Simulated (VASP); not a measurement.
Write the native input for VASP 6.6.1 that does the following.

| Item | Value |
| --- | --- |
| Task | single point |
| Functional | PBEsol |
| Potentials or basis | VASP PAW PBE potentials, release 64 (Cd, Ag) |
| Cutoff | 520 eV |
| k mesh | 10 × 10 × 6 |
| Occupations | fermi-dirac, width 0.05 eV |
| Spin | no spin polarisation |
| Dipole correction | no |
| Further INCAR settings | ALGO = Normal; EDIFF = 1e-06; NBANDS = 18 |

The structure of CdAg lies in POSCAR:

```
CdAg
1.0
    1.6806200000     -2.3992800000      0.0000000000
    1.6806200000      2.3992800000      0.0000000000
    0.0000000000      0.0000000000      4.6933500000
Cd Ag
1 1
Direct
    0.5000000000      0.5000000000      0.5000000000
    0.0000000000      0.0000000000      0.0000000000
```

One way to write it, as run:

INCAR

```
PREC = Accurate
ENCUT = 520
EDIFF = 1E-6
ISMEAR = -1
SIGMA = 0.05
LREAL = False
LASPH = True
NELM = 60
ALGO = Normal
ISIF = 2
LWAVE = False
LCHARG = False
GGA = PS
NBANDS = 18
```

KPOINTS

```
regular mesh
0
Gamma
  10 10 6
```

Potentials or basis: VASP PAW PBE potentials, release 64 (Cd, Ag).

Command:

```bash
$ cat potpaw_PBE.64/Cd/POTCAR potpaw_PBE.64/Ag/POTCAR > POTCAR
$ mpirun -np 1 vasp_std > vasp.out
```

Results of the run:

| Quantity | Value |
| --- | --- |
| Pressure | -2.9 GPa |

Caveat: the PAW data sets were made with another functional, which shifts forces and pressure a little.

Run time: 20 s on 1 thread of Intel(R) Xeon(R) 6975P-C (Granite Rapids) (shared host), peak memory 0.21 GiB.
